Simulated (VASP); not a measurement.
A run of VASP 6.6.1 is set up as follows.

The input INCAR:

```
PREC = Accurate
ENCUT = 520
EDIFF = 1E-7
ISMEAR = 0
SIGMA = 0.1
LREAL = False
LASPH = True
NELM = 60
ALGO = Fast
ISIF = 2
LWAVE = False
LCHARG = True
GGA = PE
LELF = True
LVHAR = True
NBANDS = 31
```

File KPOINTS:

```
Automatic mesh
0
Gamma
  12 12 6
```

Contents of POSCAR:

```
TaZn2B3
1.0
    3.0133412206      0.0000000000      0.0000000000
    0.0000000000      3.0133412206      0.0000000000
    0.0000000000      0.0000000000      7.2561408245
Ta Zn B
1 2 3
Direct
    0.0000000000      0.0000000000      0.0000000000
    0.0000000000      0.0000000000      0.3454741749
    0.0000000000      0.0000000000      0.6545258251
    0.5000000000      0.5000000000      0.2381449389
    0.5000000000      0.5000000000      0.5000000000
    0.5000000000      0.5000000000      0.7618550611
```

Potentials or basis: VASP PAW PBE potentials, release 64 (Ta_pv, Zn, B).

Launch:

```console
$ cat potpaw_PBE.64/Ta_pv/POTCAR potpaw_PBE.64/Zn/POTCAR potpaw_PBE.64/B/POTCAR > POTCAR
$ mpirun -np 1 vasp_std > vasp.out
```

(1) Estimate the band gap on the k mesh.

(2) What does it give for the pressure?

(3) Estimate the largest force.

Answers

(1) zero (bands 22 and 23 overlap by 3.12 eV).

(2) 0.5 GPa.

(3) 0.033 eV/Å.

Caveat: spin-orbit coupling is left out, which moves the levels of the heavy elements.
